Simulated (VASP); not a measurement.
A run of VASP 6.6.1 is set up as follows.

The input POSCAR:

```
LiCl
1.0
    0.0301610974      2.5560252063      2.5560252063
    2.5560252063      0.0301610974      2.5560252063
    2.5861863037      2.5861863037      0.0000000000
Li Cl
1 1
Direct
    0.0000000000      0.0000000000      0.0000000000
    0.5000000000      0.5000000000      0.5000000000
```

The input INCAR.step1:

```
SYSTEM = LiCl
  PREC = Accurate
  ENCUT = 520
  ISMEAR = 0
  SIGMA = 0.01
  LREAL = .FALSE.
  LASPH = .TRUE.
  NELM = 60
  NBANDS = 12
  GGA = PE
  ALGO = Normal
  EDIFF = 1E-4
  LWAVE = .TRUE.
  LCHARG = .FALSE.
```

INCAR.step2

```
SYSTEM = LiCl
  PREC = Accurate
  ENCUT = 520
  EDIFF = 1E-6
  ISMEAR = 0
  SIGMA = 0.01
  LREAL = .FALSE.
  LASPH = .TRUE.
  NELM = 60
  ALGO = Normal
  ISIF = 2
  LWAVE = .FALSE.
  LCHARG = .FALSE.
  METAGGA = R2SCAN
  LMIXTAU = .TRUE.
  NBANDS = 12
  ISTART = 1
```

The input KPOINTS:

```
regular mesh
0
G
  8 8 8
  0 0 0
```

Potentials or basis: VASP PAW PBE potentials, release 64 (Li_sv, Cl).

The run is started by

```console
$ cat potpaw_PBE.64/Li_sv/POTCAR potpaw_PBE.64/Cl/POTCAR > POTCAR
$ cp INCAR.step1 INCAR
$ mpirun -np 1 vasp_std > vasp.out
$ cp INCAR.step2 INCAR
$ mpirun -np 1 vasp_std > vasp.out
```

Q: Estimate the band gap on the k mesh.

A: 7.28 eV, direct.

Caveat: the cell differs from its parent crystal (shear xy strain +2.4%). A k mesh can miss the band edges.
